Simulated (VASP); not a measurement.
Set up this calculation in VASP 6.6.1, as the native input.

- Task: single point
- Functional: PBEsol
- Potentials or basis: VASP PAW PBE potentials, release 64 (C)
- Cutoff: 520 eV
- k mesh: 8 × 8 × 8
- Occupations: gaussian, width 0.1 eV
- Spin: no spin polarisation
- Dipole correction: no
- Further INCAR settings: ALGO = Normal; EDIFF = 1e-06; NBANDS = 11

The structure of C lies in POSCAR:

```
C
1.0
   -2.1731842891      2.1731842891      1.1855121455
    2.1731842891     -2.1731842891      1.1855121455
    2.1731842891      2.1731842891     -1.1855121455
C
2
Direct
    0.0000000000      0.0000000000      0.0000000000
    0.7500000000      0.2500000000      0.5000000000
```

These files were run (other wordings do the same):

INCAR

```
SYSTEM = C
PREC = Accurate
ENCUT = 520
EDIFF = 1E-6
ISMEAR = 0
SIGMA = 0.1
LREAL = .FALSE.
LASPH = .TRUE.
NELM = 80
ALGO = Normal
ISIF = 2
LWAVE = .FALSE.
LCHARG = .FALSE.
GGA = PS
NBANDS = 11
```

KPOINTS

```
regular mesh
0
G
  8 8 8
  0 0 0
```

Potentials or basis: VASP PAW PBE potentials, release 64 (C).

Run with:

```sh
$ cat potpaw_PBE.64/C/POTCAR > POTCAR
$ mpirun -np 1 vasp_std > vasp.out
```

It gave:

```json
{
 "Pressure": "-48.5 GPa",
 "Band gap on the k mesh": "zero (band 4 reaches 3.74 eV, above the bottom of band 5 at 0.36 eV)"
}
```

Caveat: the k points lie up to 0.38 Å⁻¹ apart; the PAW data sets were made with another functional, which shifts forces and pressure a little.

It took 8.4 s on 1 thread of Intel(R) Xeon(R) Platinum 8488C (Sapphire Rapids), on a shared host, peak memory 0.13 GiB.
